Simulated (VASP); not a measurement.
# Cu (P6_3/mmc) in VASP: settings compared

Cu is run at these levels: PBEsol, PBE0, r2SCAN0, PBEsol-based screened hybrid with 25 % exact exchange; tasks: relaxation of cell and atoms, single point.

All numbers are computed with VASP 6.6.1; they aren't measurements. Logs are shortened: lines on timing, memory, paths and dates and some standing lists are left out, and cuts for length are marked.

### Step 1. The cell of the first run

Symmetry: P6_3/mmc, No. 194, hexagonal system. The conventional cell has a = 2.534 Å, b = 2.534 Å, c = 4.113 Å, α = 90.00°, β = 90.00°, γ = 120.00°. Cu (site symmetry -6m2) has 12 Cu at 2.52 to 2.53 Å within 3.3 Å.

This isn't the form of Cu at room conditions, which is fcc.

### Step 2. Relaxation of cell and atoms, PBEsol, target pressure 30 GPa, at which the enthalpy is minimised

Input file INCAR:

```
PREC     = Accurate       # precision mode
ENCUT    = 600            # plane-wave cutoff, eV
EDIFF    = 1E-6           # SCF threshold, eV
ISMEAR   = -1             # smearing method
SIGMA    = 0.05           # smearing width, eV
LREAL    = False          # projectors in reciprocal space
LASPH    = True           # aspherical terms in the spheres
NELM     = 80             # most SCF steps
ALGO     = Normal         # electronic algorithm
ISIF     = 3              # what is computed and relaxed
LWAVE    = False          # write WAVECAR
LCHARG   = False          # write CHGCAR
GGA      = PS             # functional
IBRION   = 2              # ionic algorithm
NSW      = 60             # ionic steps
EDIFFG   = -0.01          # ionic threshold
PSTRESS  = 300.0
```

Input file KPOINTS:

```
Automatic mesh
0
Gamma
  12 12 7
```

Input file POSCAR:

```
Cu
1.0
    2.5340966698      0.0000000000      0.0000000000
   -1.2670483349      2.1945920917      0.0000000000
    0.0000000000      0.0000000000      4.1125710000
Cu
2
Direct
    0.6666666667      0.3333333333      0.7500000000
    0.3333333333      0.6666666667      0.2500000000
```

Potentials or basis: VASP PAW PBE potentials, release 64 (Cu).

The run is started by

```bash
> cat potpaw_PBE.64/Cu/POTCAR > POTCAR
> mpirun -np 1 vasp_std > vasp.out
```

OUTCAR:

```text
PREC = Accurate
   ENCUT = 600
   EDIFF = 1E-6
   ISMEAR = -1
   LREAL = False
   LASPH = True
   NELM = 80
   ISIF = 3
   GGA = PS
   IBRION = 2
   NSW = 60
   EDIFFG = -0.01
   PSTRESS = 300.0

 ion  position               nearest neighbor table
   1  0.667  0.333  0.750-   2 2.52   2 2.52   2 2.52   2 2.52   2 2.52   2 2.52
   2  0.333  0.667  0.250-   1 2.52   1 2.52   1 2.52   1 2.52   1 2.52   1 2.52

  LATTYP: Found a hexagonal cell.
 ALAT       =     2.5340966698
 C/A-ratio  =     1.6228942838

  Lattice vectors:

 A1 = (   2.5340966698,   0.0000000000,   0.0000000000)
 A2 = (  -1.2670483349,   2.1945920917,   0.0000000000)
 A3 = (   0.0000000000,   0.0000000000,   4.1125710000)

Analysis of symmetry for initial positions (statically):
=====================================================================
 Subroutine PRICEL returns:
 Original cell was already a primitive cell.

 Routine SETGRP: Setting up the symmetry group for a
 hexagonal supercell.

 Subroutine GETGRP returns: Found 24 space group operations
 (whereof 12 operations were pure point group operations)
 out of a pool of 24 trial point group operations.

The static configuration has the point symmetry D_3d.
 The point group associated with its full space group is D_6h.

Analysis of symmetry for dynamics (positions and initial velocities):
=====================================================================
 Subroutine PRICEL returns:
 Original cell was already a primitive cell.

 Routine SETGRP: Setting up the symmetry group for a
 hexagonal supercell.

 Subroutine GETGRP returns: Found 24 space group operations
 (whereof 12 operations were pure point group operations)
 out of a pool of 24 trial point group operations.

The dynamic configuration has the point symmetry D_3d.
 The point group associated with its full space group is D_6h.

 Subroutine INISYM returns: Found 24 space group operations
 (whereof 12 operations are pure point group operations),
 and found     1 'primitive' translations

----------------------------------------------------------------------------------------

                                     Primitive cell

  volume of cell :      22.8713

  direct lattice vectors                    reciprocal lattice vectors
     2.534096670  0.000000000  0.000000000     0.394617937  0.227832772  0.000000000
    -1.267048335  2.194592092  0.000000000     0.000000000  0.455665544  0.000000000
     0.000000000  0.000000000  4.112571000     0.000000000  0.000000000  0.243156896

  length of vectors
     2.534096670  2.534096670  4.112571000     0.455665544  0.455665544  0.243156896

  position of ions in fractional coordinates (direct lattice)
     0.666666667  0.333333333  0.750000000
     0.333333333  0.666666667  0.250000000

  ion indices of the primitive-cell ions
   primitive index   ion index
                 1           1
                 2           2

----------------------------------------------------------------------------------------

 KPOINTS: Automatic mesh

Automatic generation of k-mesh.
 Grid dimensions read from file:
 generate k-points for:   12   12    7

 Generating k-lattice:

  Cartesian coordinates                     Fractional coordinates (reciprocal lattice)
     0.032884828  0.018986064  0.000000000     0.083333333 -0.000000000  0.000000000
     0.000000000  0.037972129  0.000000000     0.000000000  0.083333333  0.000000000
     0.000000000  0.000000000  0.034736699     0.000000000  0.000000000  0.142857143

  Length of vectors
     0.037972129  0.037972129  0.034736699

  Shift w.r.t. Gamma in fractional coordinates (k-lattice)
     0.000000000  0.000000000  0.000000000

 Subroutine IBZKPT returns following result:
 ===========================================

 Found     76 irreducible k-points:

 Following reciprocal coordinates:
            Coordinates               Weight
  0.000000  0.000000  0.000000      1.000000
  0.083333  0.000000  0.000000      6.000000
  0.166667  0.000000  0.000000      6.000000
  0.250000 -0.000000  0.000000      6.000000
  0.333333 -0.000000  0.000000      6.000000
  0.416667 -0.000000  0.000000      6.000000
[... 16 lines left out ...]
  0.250000 -0.000000  0.142857     12.000000
  0.333333 -0.000000  0.142857     12.000000
 [... further k-points ...]
   k-points           NKPTS =     76   k-points in BZ     NKDIM =     76   number of bands    NBANDS=     15
   number of dos      NEDOS =    301   number of ions     NIONS =      2
   total plane-waves  NPLWV =  14400
   dimension x,y,z NGX =    20 NGY =   20 NGZ =   36
   dimension x,y,z NGXF=    40 NGYF=   40 NGZF=   72
   ions per type =               2
   NGX,Y,Z   is equivalent  to a cutoff of  13.12, 13.12, 14.55 a.u.
   NGXF,Y,Z  is equivalent  to a cutoff of  26.24, 26.24, 29.11 a.u.
 SYSTEM =  unknown system
   PREC   = accura    normal or accurate (medium, high low for compatibility)
   ISTART =      0    job   : 0-new  1-cont  2-samecut
   ICHARG =      2    charge: 1-file 2-atom 10-const
   ISPIN  =      1    spin polarized calculation?
   LNONCOLLINEAR =      F non collinear calculations
   LSORBIT =      F    spin-orbit coupling
   LASPH  =      T    aspherical Exc in radial PAW
   ENCUT  =  600.0 eV  44.10 Ry    6.64 a.u.   5.06  5.06  8.21*2*pi/ulx,y,z
   NELM   =     80;   NELMIN=  2; NELMDL= -5     # of ELM steps
   EDIFF  = 0.1E-05   stopping-criterion for ELM
   LREAL  =      F    real-space projection
   EDIFFG = -.1E-01   stopping-criterion for IOM
   NSW    =     60    number of steps for IOM
   IBRION =      2    ionic relax: 0-MD 1-quasi-New 2-CG
   NFREE  =      1    steps in history (QN), initial steepest desc. (CG)
   ISIF   =      3    stress and relaxation
   ISYM   =      2    0-nonsym 1-usesym 2-fastsym
   POTIM  = 0.5000    time-step for ionic-motion
   TEBEG  =    0.0;   TEEND  =   0.0 temperature during run
   PSTRESS=  300.0 pullay stress
   NELECT =      22.0000    total number of electrons
   NUPDOWN=      -1.0000    fix difference up-down
   EMIN   =  10.00;   EMAX   =-10.00  energy-range for DOS
   EFERMI =   0.00;   METHOD = LEGACY
   ISMEAR =    -1;   SIGMA  =   0.05  broadening in eV -4-tet -1-fermi 0-gaus
   EFERMI_NEDOS =   21; number of points for ismear=-14 and -15
   IALGO  =     38    algorithm
   IMIX   =      4    mixing-type and parameters
     AMIX     =   0.40;   BMIX     =  1.00
     AMIX_MAG =   1.60;   BMIX_MAG =  1.00
  volume/ion in A,a.u.               =      11.44        77.17
  Fermi-wavevector in a.u.,A,eV,Ry     =   1.616041  3.053874 35.532800  2.611587
  Thomas-Fermi vector in A             =   2.710691
   LORBIT       =      0    0 simple, 1 ext, 2 COOP (PROOUT), +10 PAW based schemes
   GGA     = PS    functional components
   LHFCALC =     F    Hartree Fock is set to
   AEXX    =    0.0000 exact exchange contribution
   IVDW    =     0    specifies the selected vdW correction
   LEPSILON=     F    determine dielectric tensor
   LRPA    =     F    only Hartree local field effects (RPA)
 conjugate gradient relaxation of ions
 non-spin polarized calculation
  energy-cutoff  :      600.00
  volume of cell :       22.87
 maximum number of plane-waves:       774
   NGX = 11   NGY = 11   NGZ = 17

--------------------------------------- Ionic step        1  -------------------------------------------

 number of electron      21.9999991 magnetization

 Free energy of the ion-electron system (eV)
  ---------------------------------------------------
  ext. energy  EPLUGINS =         0.00000000
  ---------------------------------------------------
  free energy    TOTEN  =        -8.58730719 eV

  energy without entropy =       -8.57940311  energy(sigma->0) =       -8.58335515

------------------------ aborting loop because EDIFF is reached ----------------------------------------

  FORCE on cell =-STRESS in cart. coord.  units (eV):
  Direction    XX          YY          ZZ          XY          YZ          ZX
  --------------------------------------------------------------------------------------
  -------------------------------------------------------------------------------------
  Total       -0.1096636     -0.1096636     -0.0626638      0.0000000     -0.0000000      0.0000000
  in kB       -7.6821489     -7.6821489     -4.3897178      0.0000000     -0.0000000      0.0000000
  external PRESSURE =    -306.5846719 kB  Pullay stress =     300.0000000 kB
[... 25 lines left out ...]
--------------------------------------- Ionic step        2  -------------------------------------------

 number of electron      21.9999999 magnetization

 E-fermi :  13.0038     XC(G=0): -15.2048

 val. band max:       12.9848522570   @ k =   0.5000  -0.0000   0.0000
 cond. band min:      13.0260617593   @ k =   0.4167   0.0833   0.4286
 fundamental gap:      0.0412095023
 Fermi energy:        13.0038470019

 k-point     1 :       0.0000    0.0000    0.0000
  band No.  band energies     occupation
      1       0.3656      2.00000
      2       5.2584      2.00000
      3       8.4880      2.00000
      4       8.5503      2.00000
      5       8.5503      2.00000
      6       8.9381      2.00000
      7       8.9381      2.00000
      8       9.4110      2.00000
      9       9.4110      2.00000
     10      10.7390      2.00000
     11      10.7390      2.00000
     12      10.7751      2.00000
     13      19.0534      0.00000
     14      37.0290      0.00000
[... 401 lines left out ...]
      2       6.2317      2.00000
      3       6.6405      2.00000
      4       7.6097      2.00000
      5       8.5451      2.00000
      6       8.6872      2.00000
      7       9.0782      2.00000
      8      10.2989      2.00000
      9      10.3665      2.00000
     10      10.3990      2.00000
     11      10.9242      2.00000
     12      16.4363      0.00000
     13      21.7394      0.00000
     14      23.6679      0.00000
     15      29.6524      0.00000

 [... further k-points ...]

------------------------ aborting loop because EDIFF is reached ----------------------------------------

  FORCE on cell =-STRESS in cart. coord.  units (eV):
  Direction    XX          YY          ZZ          XY          YZ          ZX
  --------------------------------------------------------------------------------------
  -------------------------------------------------------------------------------------
  Total       12.4328658     12.4328658     12.7177019      0.0000000      0.0000000      0.0000000
  in kB     1217.1647831   1217.1647831   1245.0499516      0.0000000      0.0000000      0.0000000
  external PRESSURE =     926.4598392 kB  Pullay stress =     300.0000000 kB
[... 59 lines left out ...]
  energy  without entropy=       -8.3742436353  energy(sigma->0) =       -8.37784766

  enthalpy is  TOTEN    =        -4.6195722218 eV   P V=        3.7618794540

[... ionic steps 4 to 7 ...]

--------------------------------------- Ionic step        8  -------------------------------------------

 number of electron      22.0000011 magnetization

------------------------ aborting loop because EDIFF is reached ----------------------------------------
[... 71 lines left out ...]
--------------------------------------- Ionic step       10  -------------------------------------------

 number of electron      22.0000009 magnetization

 Free energy of the ion-electron system (eV)
  ---------------------------------------------------
  ext. energy  EPLUGINS =         0.00000000
  ---------------------------------------------------
  free energy    TOTEN  =        -8.35600756 eV

  energy without entropy =       -8.34880608  energy(sigma->0) =       -8.35240682

 E-fermi :   9.6552     XC(G=0): -13.9260

 val. band max:        9.6011775042   @ k =   0.0833   0.0833   0.1429
 cond. band min:       9.6694108736   @ k =   0.5000  -0.0000   0.0000
 fundamental gap:      0.0682333694
 Fermi energy:         9.6552217456

 k-point     1 :       0.0000    0.0000    0.0000
  band No.  band energies     occupation
      1      -1.0746      2.00000
      2       3.5373      2.00000
      3       6.0785      2.00000
      4       6.1468      2.00000
      5       6.1468      2.00000
      6       6.4234      2.00000
      7       6.4234      2.00000
      8       6.7869      2.00000
      9       6.7869      2.00000
     10       7.7594      2.00000
     11       7.7594      2.00000
     12       8.1399      2.00000
     13      14.3798      0.00000
     14      32.3530      0.00000
[... 401 lines left out ...]
      2       4.3952      2.00000
      3       4.7216      2.00000
      4       5.4597      2.00000
      5       6.1338      2.00000
      6       6.2603      2.00000
      7       6.5391      2.00000
      8       7.4421      2.00000
      9       7.4859      2.00000
     10       7.5081      2.00000
     11       7.8860      2.00000
     12      12.5988      0.00000
     13      17.2957      0.00000
     14      18.7123      0.00000
     15      24.4334      0.00000

 [... further k-points ...]

------------------------ aborting loop because EDIFF is reached ----------------------------------------

  FORCE on cell =-STRESS in cart. coord.  units (eV):
  Direction    XX          YY          ZZ          XY          YZ          ZX
  --------------------------------------------------------------------------------------
  -------------------------------------------------------------------------------------
  Total        3.7196867      3.7196867      3.7193210     -0.0000000     -0.0000000      0.0000000
  in kB      298.7492559    298.7492559    298.7198911     -0.0000000     -0.0000000      0.0000000
  external PRESSURE =      -1.2605324 kB  Pullay stress =     300.0000000 kB
[... 21 lines left out ...]
  energy  without entropy=       -8.3488060838  energy(sigma->0) =       -8.35240682

  enthalpy is  TOTEN    =        -4.6207480672 eV   P V=        3.7352594967

 reached required accuracy - stopping structural energy minimisation
```

Wall time 3.8 min (1 thread of Intel Xeon 8259CL, shared host); peak memory 0.16 GiB.

Results:

| Item | Value |
| --- | --- |
| Free energy | -8.3560 eV |
| Relaxed volume | 9.97 Å³/atom |
| Relaxed cell | a = 2.417 Å, b = 2.417 Å, c = 3.942 Å, α = 90.00°, β = 90.00°, γ = 120.00° |
| Space group after relaxing (to 0.1 Å) | P6_3/mmc (No. 194) |
| Energy change on relaxing (the run minimises the enthalpy) | +115.6 meV/atom |
| Ionic steps | 10 |
| Pressure after relaxing | 29.9 GPa |
| Band gap on the k mesh | zero (bands 11 and 12 overlap by 6.54 eV) |

Step by step:
```
step  energy change (eV)  largest force (eV/Å)  pressure (GPa)  volume (Å³)
   1              0.0000                0.0000           -0.66        22.87
   2              1.7670                0.0000          122.65        16.37
   3              0.2059                0.0000           27.73        20.09
   4              0.2267                0.0000           29.61        19.97
   5              0.2370                0.0000           30.41        19.92
   6              0.2246                0.0000           29.22        19.98
   7              0.2280                0.0000           29.79        19.97
   8              0.2274                0.0000           29.67        19.97
   9              0.2326                0.0000           30.26        19.94
  10              0.2313                0.0000           29.87        19.95
```

Final structure:
```xyz
2
Lattice="2.4174 0.0000 0.0000 -1.2087 2.0936 0.0000 0.0000 0.0000 3.9416" Properties=species:S:1:pos:R:3 pbc="T T T"
Cu    1.2087    0.6979    2.9562
Cu    0.0000    1.3957    0.9854
```

Levels at points of the mesh, in eV from the Fermi level:
```csv
k point,band 9,band 10,band 11,band 12,band 13,band 14
"(0.00, 0.00, 0.00)",-2.87,-1.90,-1.90,-1.52,4.72,22.70
"(0.50, 0.00, 0.00)",-1.71,-1.65,0.01,1.94,8.60,9.21
```

Caveat: the cell is relaxed towards a set pressure, so the run minimises the enthalpy, not the energy; the PAW data sets were made with another functional, which shifts forces and pressure a little.

[end of part 1 of 3]

The gap in the log of VASP goes by the Fermi energy; the results here count the filled bands.